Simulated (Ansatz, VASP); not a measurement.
# One calculation of Na, two programs

```
Na
1.0
     3.76700    0.00000    0.00000
    -1.88350    3.26232    0.00000
     0.00000    0.00000    6.15400
Na
2
Direct
  0.33333 0.66667 0.25000
  0.66667 0.33333 0.75731
```

Change from the starting cell: one atom moved.

Alike in both runs: task single point; functional PBEsol; k mesh 12 × 12 × 6; occupations gaussian, width 0.1 eV; no spin polarisation.

|  | VASP | Ansatz |
| --- | --- | --- |
| version | VASP 6.6.1 | Ansatz 0.2.0 |
| potentials or method | VASP PAW PBE potentials, release 64 (Na_pv), cutoff 520 eV | scalar-relativistic, plane waves, PAW |
| valence electrons in the cell | 14 | 18 |

```csv
,VASP,Ansatz,Ansatz less VASP
gap on the k mesh at the Fermi level (eV),none,none,-
pressure (GPa),-0.3,-0.3,0.00
rms of the force components (eV/Å),0.018,0.018,0.0000
```

VASP's potentials were made for PBE, not for PBEsol. Atom by atom the forces differ by 0.000 eV/Å (rms over components). A gap of «none» marks a metal or a gap that the smearing closes. With one functional, cell and mesh, what is left measures potentials, basis and numerics. VASP's potentials hold 14 valence electrons a cell and Ansatz's 18, so a difference there can come from the potentials and not from the codes.
